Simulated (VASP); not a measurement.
Runs of VASP 6.6.1 on IrSe4. The structure is that of space group Cmmm (No. 65), or close to it. The cells are those of the table. 

```csv
task,spin,cell,k mesh,cutoff (eV),gap on the mesh (eV),pressure (GPa),moment (μB),largest force (eV/Å)
single point,off,"a = 5.472, b = 5.472, c = 3.578 Å, angles 90.0, 90.0, 94.8°, 5 atoms",4 × 4 × 6,520,none,0.2,-,(b)
relaxation of cell and atoms,off,"relaxed from a = 5.486, b = 5.486, c = 3.567 Å, angles 90.0, 90.0, 94.3°, 5 atoms",4 × 4 × 6,600,none,0.0,-,0.04
single point,"collinear, ferromagnetic start","a = 5.486, b = 5.486, c = 3.567 Å, angles 90.0, 90.0, 94.3°, 5 atoms",4 × 4 × 4,520,none,0.1,0.00,0.04
single point,off,"a = 5.437, b = 5.437, c = 3.617 Å, angles 90.0, 90.0, 95.1°, 5 atoms",8 × 8 × 10,520,none,0.2,-,0.05
single point,"collinear, ferromagnetic start","a = 6.091, b = 6.091, c = 3.959 Å, 5 atoms",4 × 4 × 4,520,none,-10.5,0.00,(a)
```

Alike in all rows: level PBE; potentials or basis VASP PAW PBE potentials, release 64 (Ir, Se); smearing gaussian 0.1 eV.

**Question.** Fill in the values left out.

**Answer.** (a) 1.18; (b) 0.06.

Caveats: some runs use coarse meshes; spin-orbit coupling is left out, which moves the levels of the heavy elements; forces of over 1 eV/Å act on the atoms, so gaps and moduli don't describe the material at rest (some runs).

A k mesh can miss the band edges, and the runs leave out spin-orbit coupling on Ir, Se.

A gap of «none» marks levels without a gap at the run's occupations.
